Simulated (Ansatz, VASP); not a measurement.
# One calculation of Cu3N, two programs

```xyz
4
Lattice="3.7828 0.0000 0.0000 0.0000 3.7828 0.0000 0.0000 0.0000 3.7828" Properties=species:S:1:pos:R:3 pbc="T T T"
Cu    0.0000    0.0000    1.8914
Cu    0.0000    1.8914    0.0000
Cu    1.8914    0.0000    0.0000
N     0.0000    0.0000    0.0000
```

Alike in both runs: functional PBE; dispersion D3(BJ); k mesh 10 × 10 × 10; occupations gaussian, width 0.01 eV; no spin polarisation.

Ansatz relaxed the structure, and its values are those at the end. VASP's run is a single point on that final structure, the one shown.

|  | VASP | Ansatz |
| --- | --- | --- |
| version | VASP 6.6.1 | Ansatz 0.2.0 |
| potentials or method | VASP PAW PBE potentials, release 64 (Cu, N), cutoff 600 eV | scalar-relativistic, plane waves, PAW |
| valence electrons in the cell | 38 | 62 |

Ansatz gave:

* gap on the k mesh at the Fermi level (eV): 0.11
* least direct gap on the mesh (eV): 0.64
* pressure (GPa): 0.0

What did VASP give for the same quantities?

gap on the k mesh at the Fermi level (eV): 0.13; least direct gap on the mesh (eV): 0.68; pressure (GPa): 0.7.

VASP's potentials hold 38 valence electrons a cell and Ansatz's 62, so a difference there can come from the potentials and not from the codes.
